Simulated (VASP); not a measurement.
System: TiSi31 (a cell with a defect).

```
Si Ti
1.0
    10.86558    0.00000    0.00000
     0.00000   10.86558    0.00000
     0.00000    0.00000   10.86558
Si Ti
62 2
Direct
  0.99986 0.00044 0.00105
  0.99635 0.99921 0.50186
  0.99639 0.50126 0.99983
  0.03131 0.53144 0.53202
  0.50160 0.99622 0.99681
  0.50180 0.99974 0.49920
  0.50176 0.49859 0.00026
  0.12411 0.12813 0.12872
  0.12394 0.12462 0.62636
  0.12399 0.62575 0.12529
  0.62587 0.12388 0.12449
  0.62937 0.12517 0.62369
  0.62933 0.62309 0.12572
  0.59445 0.59292 0.59354
  0.25267 0.24752 0.00564
  0.25405 0.25242 0.50695
  0.24780 0.74794 0.99657
  0.24376 0.75806 0.47882
  0.75357 0.25008 0.00360
  0.76262 0.25252 0.50681
  0.74583 0.74914 0.99652
  0.73835 0.73673 0.49945
  0.37791 0.37643 0.12896
  0.38198 0.36629 0.64671
  0.37305 0.87683 0.11993
  0.37168 0.87196 0.61859
  0.87989 0.37520 0.12905
  0.88738 0.38764 0.62611
  0.87215 0.87428 0.12194
  0.86312 0.87184 0.61875
  0.25265 0.00504 0.24811
  0.24784 0.99597 0.74853
  0.25413 0.50633 0.25306
  0.24374 0.47822 0.75858
  0.75358 0.00300 0.25067
  0.74584 0.99592 0.74974
  0.76258 0.50623 0.25306
  0.73840 0.49887 0.73736
  0.37789 0.12838 0.37703
  0.37306 0.11934 0.87743
  0.38201 0.64615 0.36695
  0.37161 0.61801 0.87249
  0.87989 0.12845 0.37578
  0.87216 0.12134 0.87489
  0.88733 0.62549 0.38820
  0.86315 0.61814 0.87249
  0.00873 0.25904 0.25964
  0.99699 0.24845 0.75115
  0.99697 0.75055 0.24905
  0.97996 0.74818 0.74876
  0.50795 0.25315 0.25376
  0.50784 0.23837 0.75933
  0.50783 0.75875 0.23897
  0.49507 0.73425 0.73485
  0.13064 0.39012 0.39070
  0.11793 0.36562 0.88659
  0.11789 0.88599 0.36622
  0.11778 0.87120 0.87177
  0.64577 0.37615 0.37677
  0.62876 0.37382 0.87649
  0.62874 0.87593 0.37442
  0.61701 0.86531 0.86591
  0.44833 0.45024 0.45081
  0.17741 0.67413 0.67473
```

Base run:

```yaml
Program: VASP 6.6.1
Functional: HSE06
Potentials_or_basis: VASP PAW PBE potentials, release 64 (Si, Ti_sv)
Cutoff: 400 eV
k_mesh: 1 × 1 × 1, shifted
Occupations: fermi-dirac, width 0.05 eV
Spin: no spin polarisation
```

Its results: band gap on the k mesh 1.60 eV; pressure -0.5 GPa; largest force 0.348 eV/Å.

Task: The run is repeated on the same cell with these changes: functional from HSE06 to PBEsol. What comes out?

Result: Band gap on the k mesh 0.95 eV; pressure -0.5 GPa; largest force 0.011 eV/Å.

Caveats: the PAW data sets were made with another functional, which shifts forces and pressure a little.

A k mesh can miss the band edges.
